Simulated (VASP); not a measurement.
Wanted: the native input for a VASP 6.6.1 run.

| Quantity | Value |
| --- | --- |
| Task | single point |
| Functional | LDA |
| Potentials or basis | VASP PAW LDA potentials, release 64 (Cu, I) |
| Cutoff | 520 eV |
| k mesh | 8 × 8 × 8 |
| Occupations | gaussian, width 0.01 eV |
| Spin | no spin polarisation |
| Dipole correction | no |
| Further INCAR settings | ALGO = Normal; EDIFF = 1e-06; NBANDS = 16 |

The structure of CuI lies in POSCAR:

```
CuI
1.0
    0.0000000000      3.0120427040      3.0120427040
    3.0120427040      0.0000000000      3.0120427040
    3.0120427040      3.0120427040      0.0000000000
Cu I
1 1
Direct
    0.2500000000      0.2500000000      0.2500000000
    0.0000000000      0.0000000000      0.0000000000
```

The input as run:

INCAR

```
PREC = Accurate ; ENCUT = 520
EDIFF = 1E-6 ; ISMEAR = 0
SIGMA = 0.01 ; LREAL = False
LASPH = True ; NELM = 100
ALGO = Normal ; ISIF = 2
LWAVE = False ; LCHARG = False
GGA = CA ; NBANDS = 16
```

KPOINTS

```
regular mesh
0
Gamma
  8 8 8
```

Potentials or basis: VASP PAW LDA potentials, release 64 (Cu, I).

Launch:

```sh
$ cat potpaw_LDA.64/Cu/POTCAR potpaw_LDA.64/I/POTCAR > POTCAR
$ mpirun -np 1 vasp_std > vasp.out
```

It gave:

```
Pressure               : -3.6 GPa
Band gap on the k mesh : 1.05 eV
```

Caveat: the cell stands under tension; spin-orbit coupling is left out, which moves the levels of the heavy elements.

It took 7.7 s on 1 thread of Intel(R) Xeon(R) 6975P-C (Granite Rapids), on a shared host, peak memory 0.16 GiB.
